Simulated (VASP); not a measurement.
# PtS2 (P-3m1) in VASP: further runs

PtS2 is run at these levels: PBEsol; tasks: single point.

Program: VASP 6.6.1. These are calculated values, not measurements. Logs are shortened: lines on timing, memory, paths and dates and some standing lists are left out, and cuts for length are marked.

### 1 The cell of the first run

It takes space group P-3m1 (No. 164, trigonal). The conventional cell has a = 3.632 Å, b = 3.632 Å, c = 4.913 Å, α = 90.00°, β = 90.00°, γ = 120.00°. Within 3.2 Å of Pt (site symmetry -3m) lie 6 S at 2.43 Å. Within 3.2 Å of S (site symmetry 3m) lie 3 Pt at 2.43 Å.

### 2 Single point, PBEsol (strain +0.025 along x and y, -0.025 along z)

File INCAR:

```
SYSTEM = PtS2
PREC     = Accurate       ! precision mode
ENCUT    = 520            ! plane-wave cutoff, eV
EDIFF    = 1E-6           ! SCF threshold, eV
ISMEAR   = 0              ! smearing method
SIGMA    = 0.05           ! smearing width, eV
LREAL    = .FALSE.        ! projectors in reciprocal space
LASPH    = .TRUE.         ! aspherical terms in the spheres
NELM     = 100            ! most SCF steps
ALGO     = Normal         ! electronic algorithm
ISIF     = 2              ! what is computed and relaxed
LWAVE    = .FALSE.        ! write WAVECAR
LCHARG   = .FALSE.        ! write CHGCAR
GGA      = PS             ! functional
NBANDS   = 18             ! bands
```

File KPOINTS:

```
regular mesh
0
G
  12 12 8
  0 0 0
```

File POSCAR:

```
PtS2
1.0
    3.6317794627      0.0000000000      0.0000000000
   -1.8158897313      3.1452132756      0.0000000000
    0.0000000000      0.0000000000      4.9128300000
Pt S
1 2
Direct
    0.0000000000      0.0000000000      0.0000000000
    0.3333333333      0.6666666667      0.2500000000
    0.6666666667      0.3333333333      0.7500000000
```

Potentials or basis: VASP PAW PBE potentials, release 64 (Pt, S).

The run is started by

```bash
$ cat potpaw_PBE.64/Pt/POTCAR potpaw_PBE.64/S/POTCAR > POTCAR
$ mpirun -np 1 vasp_std > vasp.out
```

OUTCAR:

```text
SYSTEM = PtS2
   PREC = Accurate
   ENCUT = 520
   EDIFF = 1E-6
   ISMEAR = 0
   LREAL = .FALSE.
   LASPH = .TRUE.
   NELM = 100
   ISIF = 2
   GGA = PS

 ion  position               nearest neighbor table
   1  0.000  0.000  0.000-   2 2.43   3 2.43   2 2.43   3 2.43   3 2.43   2 2.43
   2  0.333  0.667  0.250-   1 2.43   1 2.43   1 2.43
   3  0.667  0.333  0.750-   1 2.43   1 2.43   1 2.43

  LATTYP: Found a hexagonal cell.
 ALAT       =     3.6317794627
 C/A-ratio  =     1.3527335705

  Lattice vectors:

 A1 = (   3.6317794627,   0.0000000000,   0.0000000000)
 A2 = (  -1.8158897313,   3.1452132756,   0.0000000000)
 A3 = (   0.0000000000,   0.0000000000,   4.9128300000)

Analysis of symmetry for initial positions (statically):
=====================================================================
 Subroutine PRICEL returns:
 Original cell was already a primitive cell.

 Routine SETGRP: Setting up the symmetry group for a
 hexagonal supercell.

 Subroutine GETGRP returns: Found 12 space group operations
 (whereof 12 operations were pure point group operations)
 out of a pool of 24 trial point group operations.

The static configuration has the point symmetry D_3d.

Analysis of symmetry for dynamics (positions and initial velocities):
=====================================================================
 Subroutine PRICEL returns:
 Original cell was already a primitive cell.

 Routine SETGRP: Setting up the symmetry group for a
 hexagonal supercell.

 Subroutine GETGRP returns: Found 12 space group operations
 (whereof 12 operations were pure point group operations)
 out of a pool of 24 trial point group operations.

The dynamic configuration has the point symmetry D_3d.

 Subroutine INISYM returns: Found 12 space group operations
 (whereof 12 operations are pure point group operations),
 and found     1 'primitive' translations

----------------------------------------------------------------------------------------

                                     Primitive cell

  volume of cell :      56.1179

  direct lattice vectors                    reciprocal lattice vectors
     3.631779463  0.000000000  0.000000000     0.275347116  0.158971731  0.000000000
    -1.815889731  3.145213276  0.000000000     0.000000000  0.317943463  0.000000000
     0.000000000  0.000000000  4.912830000     0.000000000  0.000000000  0.203548667

  length of vectors
     3.631779463  3.631779463  4.912830000     0.317943463  0.317943463  0.203548667

  position of ions in fractional coordinates (direct lattice)
     0.000000000  0.000000000  0.000000000
     0.333333333  0.666666667  0.250000000
     0.666666667  0.333333333  0.750000000

  ion indices of the primitive-cell ions
   primitive index   ion index
                 1           1
                 2           2
                 3           3

----------------------------------------------------------------------------------------

 KPOINTS: regular mesh

Automatic generation of k-mesh.
 Grid dimensions read from file:
 generate k-points for:   12   12    8

 Generating k-lattice:

  Cartesian coordinates                     Fractional coordinates (reciprocal lattice)
     0.022945593  0.013247644  0.000000000     0.083333333 -0.000000000  0.000000000
     0.000000000  0.026495289  0.000000000     0.000000000  0.083333333  0.000000000
     0.000000000  0.000000000  0.025443583     0.000000000  0.000000000  0.125000000

  Length of vectors
     0.026495289  0.026495289  0.025443583

  Shift w.r.t. Gamma in fractional coordinates (k-lattice)
     0.000000000  0.000000000  0.000000000

 Subroutine IBZKPT returns following result:
 ===========================================

 Found    131 irreducible k-points:

 Following reciprocal coordinates:
            Coordinates               Weight
  0.000000  0.000000  0.000000      1.000000
  0.083333  0.000000  0.000000      6.000000
  0.166667  0.000000  0.000000      6.000000
  0.250000  0.000000  0.000000      6.000000
  0.333333  0.000000  0.000000      6.000000
  0.416667 -0.000000  0.000000      6.000000
[... 16 lines left out ...]
  0.166667  0.000000  0.125000      6.000000
  0.000000  0.166667  0.125000      6.000000
 [... further k-points ...]
   k-points           NKPTS =    131   k-points in BZ     NKDIM =    131   number of bands    NBANDS=     18
   number of dos      NEDOS =    301   number of ions     NIONS =      3
   total plane-waves  NPLWV =  31360
   dimension x,y,z NGX =    28 NGY =   28 NGZ =   40
   dimension x,y,z NGXF=    56 NGYF=   56 NGZF=   80
   ions per type =               1   2
   NGX,Y,Z   is equivalent  to a cutoff of  12.82, 12.82, 13.54 a.u.
   NGXF,Y,Z  is equivalent  to a cutoff of  25.63, 25.63, 27.07 a.u.
 SYSTEM =  PtS2
   PREC   = accura    normal or accurate (medium, high low for compatibility)
   ISTART =      0    job   : 0-new  1-cont  2-samecut
   ICHARG =      2    charge: 1-file 2-atom 10-const
   ISPIN  =      1    spin polarized calculation?
   LNONCOLLINEAR =      F non collinear calculations
   LSORBIT =      F    spin-orbit coupling
   LASPH  =      T    aspherical Exc in radial PAW
   ENCUT  =  520.0 eV  38.22 Ry    6.18 a.u.   6.75  6.75  9.13*2*pi/ulx,y,z
   NELM   =    100;   NELMIN=  2; NELMDL= -5     # of ELM steps
   EDIFF  = 0.1E-05   stopping-criterion for ELM
   LREAL  =      F    real-space projection
   EDIFFG = 0.1E-04   stopping-criterion for IOM
   NSW    =      0    number of steps for IOM
   IBRION =     -1    ionic relax: 0-MD 1-quasi-New 2-CG
   NFREE  =      0    steps in history (QN), initial steepest desc. (CG)
   ISIF   =      2    stress and relaxation
   ISYM   =      2    0-nonsym 1-usesym 2-fastsym
   POTIM  = 0.5000    time-step for ionic-motion
   TEBEG  =    0.0;   TEEND  =   0.0 temperature during run
   PSTRESS=    0.0 pullay stress
   NELECT =      22.0000    total number of electrons
   NUPDOWN=      -1.0000    fix difference up-down
   EMIN   =  10.00;   EMAX   =-10.00  energy-range for DOS
   EFERMI =   0.00;   METHOD = LEGACY
   ISMEAR =     0;   SIGMA  =   0.05  broadening in eV -4-tet -1-fermi 0-gaus
   EFERMI_NEDOS =   21; number of points for ismear=-14 and -15
   IALGO  =     38    algorithm
   IMIX   =      4    mixing-type and parameters
     AMIX     =   0.40;   BMIX     =  1.00
     AMIX_MAG =   1.60;   BMIX_MAG =  1.00
  volume/ion in A,a.u.               =      18.71       126.23
  Fermi-wavevector in a.u.,A,eV,Ry     =   1.198161  2.264197 19.532395  1.435591
  Thomas-Fermi vector in A             =   2.334057
   LORBIT       =      0    0 simple, 1 ext, 2 COOP (PROOUT), +10 PAW based schemes
   GGA     = PS    functional components
   LHFCALC =     F    Hartree Fock is set to
   AEXX    =    0.0000 exact exchange contribution
   IVDW    =     0    specifies the selected vdW correction
   LEPSILON=     F    determine dielectric tensor
   LRPA    =     F    only Hartree local field effects (RPA)
 non-spin polarized calculation
 Gauss-broadening in eV      SIGMA  =   0.05
  energy-cutoff  :      520.00
  volume of cell :       56.12
 maximum number of plane-waves:      1530
   NGX = 13   NGY = 13   NGZ = 19

 number of electron      22.0000003 magnetization

 Free energy of the ion-electron system (eV)
  ---------------------------------------------------
  ext. energy  EPLUGINS =         0.00000000
  ---------------------------------------------------
  free energy    TOTEN  =       -16.91664092 eV

  energy without entropy =      -16.91664075  energy(sigma->0) =      -16.91664084

 E-fermi :   6.7111     XC(G=0): -10.7870

 val. band max:        6.5910047118   @ k =   0.0000   0.0000   0.0000
 cond. band min:       6.8492503097   @ k =   0.0000   0.3333   0.2500
 fundamental gap:      0.2582455979
 Fermi energy:         6.7111180944

 k-point     1 :       0.0000    0.0000    0.0000
  band No.  band energies     occupation
      1      -8.6287      2.00000
      2      -5.7215      2.00000
      3      -0.3623      2.00000
      4       0.0814      2.00000
      5       0.0814      2.00000
      6       2.7701      2.00000
[... 10 lines left out ...]
     17      14.1712      0.00000
     18      18.9975      0.00000

 k-point     2 :       0.0833    0.0000    0.0000
  band No.  band energies     occupation
      1      -8.5473      2.00000
      2      -5.7665      2.00000
      3      -0.2710      2.00000
      4       0.1348      2.00000
      5       0.1535      2.00000
      6       2.6455      2.00000
[... 10 lines left out ...]
     17      14.4222      0.00000
     18      17.5612      0.00000

 k-point     3 :       0.1667    0.0000    0.0000
  band No.  band energies     occupation
      1      -8.3115      2.00000
      2      -5.8885      2.00000
      3      -0.0172      2.00000
      4       0.2819      2.00000
      5       0.3672      2.00000
      6       2.2057      2.00000
[... 10 lines left out ...]
     17      15.0341      0.00000
     18      16.1361      0.00000

 k-point     4 :       0.2500    0.0000    0.0000
  band No.  band energies     occupation
      1      -7.9488      2.00000
      2      -6.0571      2.00000
      3       0.2930      2.00000
      4       0.4796      2.00000
      5       0.7307      2.00000
      6       1.4823      2.00000
[... 10 lines left out ...]
     17      15.2378      0.00000
     18      15.2583      0.00000

 k-point     5 :       0.3333    0.0000    0.0000
  band No.  band energies     occupation
      1      -7.5104      2.00000
      2      -6.2457      2.00000
      3       0.1873      2.00000
      4       0.6554      2.00000
      5       1.0153      2.00000
      6       1.3913      2.00000
[... 10 lines left out ...]
     17      14.7641      0.00000
     18      15.3865      0.00000

 k-point     6 :       0.4167   -0.0000    0.0000
  band No.  band energies     occupation
      1      -7.0733      2.00000
      2      -6.4527      2.00000
      3      -0.3550      2.00000
      4       0.7522      2.00000
      5       1.2600      2.00000
      6       2.0630      2.00000
[... 10 lines left out ...]
     17      14.3461      0.00000
     18      16.5232      0.00000

 k-point     7 :       0.5000    0.0000    0.0000
  band No.  band energies     occupation
      1      -6.7262      2.00000
      2      -6.7025      2.00000
      3      -0.5890      2.00000
      4       0.7781      2.00000
      5       1.4049      2.00000
      6       2.4944      2.00000
[... 10 lines left out ...]
     17      14.2616      0.00000
     18      17.4969      0.00000

 k-point     8 :       0.0833    0.0833    0.0000
  band No.  band energies     occupation
      1      -8.3886      2.00000
      2      -5.8497      2.00000
      3      -0.0976      2.00000
      4       0.2419      2.00000
      5       0.2880      2.00000
      6       2.4691      2.00000
[... 10 lines left out ...]
     17      14.9276      0.00000
     18      16.4392      0.00000
[... 229 lines left out ...]
     17      15.2619      0.00000
     18      16.9000      0.00000

 k-point    20 :       0.0000    0.0000    0.1250
  band No.  band energies     occupation
      1      -8.5713      2.00000
      2      -5.8680      2.00000
      3      -0.1559      2.00000
      4       0.0879      2.00000
      5       0.0879      2.00000
      6       2.7643      2.00000
[... 10 lines left out ...]
     17      14.1250      0.00000
     18      18.3176      0.00000

 k-point    21 :       0.0833    0.0000    0.1250
  band No.  band energies     occupation
      1      -8.4901      2.00000
      2      -5.9046      2.00000
      3      -0.1389      2.00000
      4       0.1527      2.00000
      5       0.2074      2.00000
      6       2.6541      2.00000
[... 10 lines left out ...]
     17      14.1617      0.00000
     18      17.0068      0.00000

 k-point    22 :       0.0000    0.0833    0.1250
  band No.  band energies     occupation
      1      -8.4910      2.00000
      2      -5.9012      2.00000
      3      -0.1651      2.00000
      4       0.1286      2.00000
      5       0.2502      2.00000
      6       2.6169      2.00000
[... 10 lines left out ...]
     17      14.5915      0.00000
     18      16.9533      0.00000

 k-point    23 :       0.1667    0.0000    0.1250
  band No.  band energies     occupation
      1      -8.2531      2.00000
      2      -6.0113      2.00000
      3       0.0246      2.00000
      4       0.3108      2.00000
      5       0.4671      2.00000
      6       2.2618      2.00000
[... 10 lines left out ...]
     17      14.5903      0.00000
     18      15.8171      0.00000

 k-point    24 :       0.0000    0.1667    0.1250
  band No.  band energies     occupation
      1      -8.2608      2.00000
      2      -5.9864      2.00000
      3      -0.1210      2.00000
      4       0.2601      2.00000
      5       0.6146      2.00000
      6       2.1098      2.00000
[... 10 lines left out ...]
     17      15.4380      0.00000
     18      15.6596      0.00000

 [... further k-points ...]

------------------------ aborting loop because EDIFF is reached ----------------------------------------

  FORCE on cell =-STRESS in cart. coord.  units (eV):
  Direction    XX          YY          ZZ          XY          YZ          ZX
  --------------------------------------------------------------------------------------
  -------------------------------------------------------------------------------------
  Total       -3.0397690     -3.0397690     -2.0762035     -0.0000000      0.0000000      0.0000000
  in kB      -86.7860364    -86.7860364    -59.2760409     -0.0000000      0.0000000      0.0000000
  external PRESSURE =     -77.6160379 kB  Pullay stress =       0.0000000 kB

 VOLUME and BASIS-vectors are now :
 -----------------------------------------------------------------------------
  energy-cutoff  :      520.00
  volume of cell :       56.12
      direct lattice vectors                 reciprocal lattice vectors
     3.631779463  0.000000000  0.000000000     0.275347116  0.158971731  0.000000000
    -1.815889731  3.145213276  0.000000000     0.000000000  0.317943463  0.000000000
     0.000000000  0.000000000  4.912830000     0.000000000  0.000000000  0.203548667

 POSITION                                       TOTAL-FORCE (eV/Angst)
 -----------------------------------------------------------------------------------
      0.00000      0.00000      0.00000        -0.000000      0.000000      0.000000
     -0.00000      2.09681      1.22821         0.000000     -0.000000     -0.716962
      1.81589      1.04840      3.68462        -0.000000      0.000000      0.716962
 -----------------------------------------------------------------------------------
    total drift:                               -0.000000     -0.000000     -0.000000

  FREE ENERGIE OF THE ION-ELECTRON SYSTEM (eV)
  ---------------------------------------------------
  free  energy   TOTEN  =       -16.9166409187 eV

  energy  without entropy=      -16.9166407540  energy(sigma->0) =      -16.91664084
```

It took 67 s on 1 thread of Intel Xeon Platinum 8488C (Sapphire Rapids), shared host; peak memory 0.27 GiB.

What came out:

- Free energy: -16.9166 eV
- Pressure: -7.8 GPa
- Largest force: 0.717 eV/Å
- Band gap on the k mesh: 0.26 eV, indirect (least direct gap 0.62 eV)

Forces on the atoms (eV/Å):
```
Pt   0.000  0.000  0.000
S    0.000  0.000 -0.717
S    0.000  0.000  0.717
```

Stress tensor (GPa, compression positive):
```
-8.68  0.00  0.00
 0.00 -8.68  0.00
 0.00  0.00 -5.93
```

Caveat: the cell differs from its parent crystal (strain +0.025 along x and y, -0.025 along z); the PAW data sets were made with another functional, which shifts forces and pressure a little; spin-orbit coupling is left out, which moves the levels of the heavy elements. A k mesh can miss the band edges.

### 3 Single point, PBEsol (strain +0.000 along x and y, +0.050 along z)

File INCAR:

```
PREC = Accurate
ENCUT = 520
EDIFF = 1E-6
ISMEAR = 0
SIGMA = 0.05
LREAL = F
LASPH = T
NELM = 80
ALGO = Normal
ISIF = 2
LWAVE = F
LCHARG = F
GGA = PS
NBANDS = 18
```

File KPOINTS:

```
Automatic mesh
0
Gamma
  12 12 8
```

File POSCAR:

```
PtS2
1.0
    3.5431994758      0.0000000000      0.0000000000
   -1.7715997379      3.0685007567      0.0000000000
    0.0000000000      0.0000000000      5.2907400000
Pt S
1 2
Direct
    0.0000000000      0.0000000000      0.0000000000
    0.3333333333      0.6666666667      0.2500000000
    0.6666666667      0.3333333333      0.7500000000
```

Potentials or basis: VASP PAW PBE potentials, release 64 (Pt, S).

The run is started by

```bash
$ cat potpaw_PBE.64/Pt/POTCAR potpaw_PBE.64/S/POTCAR > POTCAR
$ mpirun -np 1 vasp_std > vasp.out
```

Run time: 68 s. Hardware: 1 thread of Intel Xeon Platinum 8488C (Sapphire Rapids), shared host; peak memory 0.27 GiB.

The run converged. Its results:

```yaml
Free_energy: -16.8402 eV
Pressure: -7.6 GPa
Largest_force: 1.283 eV/Å
Band_gap_on_the_k_mesh: 0.60 eV, indirect (least direct gap 0.81 eV)
```

Forces on the atoms (eV/Å):
```
Pt   0.000  0.000  0.000
S    0.000  0.000 -1.283
S    0.000  0.000  1.283
```

Stress tensor (GPa, compression positive):
```
-6.40  0.00  0.00
 0.00 -6.40  0.00
 0.00  0.00 -9.99
```

Levels at points of the mesh, in eV from the valence-band top:
```
           k point  band 7  band 8  band 9  band 10  band 11  band 12  band 13  band 14  band 15  band 16
(0.00, 0.00, 0.00)   -3.42   -2.13   -0.80    -0.80     0.00     1.90     1.90     4.84     4.97     8.30
(0.50, 0.00, 0.00)   -3.20   -2.75   -2.69    -2.65    -2.19     1.39     2.35     5.28     6.27     7.83
(0.00, 0.00, 0.50)   -3.43   -2.69   -1.25    -1.06    -1.06     2.41     2.41     5.62     6.74     8.03
(0.50, 0.00, 0.50)   -3.06   -2.65   -2.30    -2.25    -1.45     1.52     2.16     4.68     5.30     7.22
```

Caveat: the cell differs from its parent crystal (strain +0.000 along x and y, +0.050 along z); the PAW data sets were made with another functional, which shifts forces and pressure a little; spin-orbit coupling is left out, which moves the levels of the heavy elements.
